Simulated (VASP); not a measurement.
Input of a VASP 6.6.1 run:

INCAR

```
SYSTEM = BaTiO3
PREC = Accurate
ENCUT = 520
EDIFF = 1E-6
ISMEAR = 0
SIGMA = 0.05
LREAL = .False.
LASPH = .True.
NELM = 100
ALGO = Normal
ISIF = 2
LWAVE = .False.
LCHARG = .True.
GGA = PE
LELF = .True.
LVHAR = .True.
NBANDS = 28
```

Contents of KPOINTS:

```
Automatic mesh
0
Gamma
  8 8 8
  0 0 0
```

POSCAR

```
BaTiO3
1.0
    4.0192501416      0.0000000000      0.0000000000
    0.0000000000      4.0192501416      0.0000000000
    0.0000000000      0.0000000000      4.0192501416
Ba Ti O
1 1 3
Direct
    0.5000000000      0.5175930026      0.5175930026
    0.0000000000      0.0000000000      0.0000000000
    0.5000000000      0.0000000000      0.0000000000
    0.0000000000      0.5000000000      0.0000000000
    0.0000000000      0.0000000000      0.5000000000
```

Potentials or basis: VASP PAW PBE potentials, release 64 (Ba_sv, Ti_sv, O).

Launch:

```sh
$ cat potpaw_PBE.64/Ba_sv/POTCAR potpaw_PBE.64/Ti_sv/POTCAR potpaw_PBE.64/O/POTCAR > POTCAR
$ mpirun -np 1 vasp_std > vasp.out
```

Q: What does it give for the largest force?

A: 0.639 eV/Å.

Q: What does it give for the pressure?

A: 2.0 GPa.

Q: Estimate the band gap on the k mesh.

A: 1.72 eV (least direct gap 1.87 eV).

Stress tensor (GPa, compression positive):
```
2.05 0.00 0.00
0.00 1.99 0.30
0.00 0.30 1.99
```

Caveat: the cell differs from its parent crystal (atom 1 (Ba) moved -0.100 Å towards its neighbour atom 3 (O) at 2.842 Å); spin-orbit coupling is left out, which moves the levels of the heavy elements. A k mesh can miss the band edges.
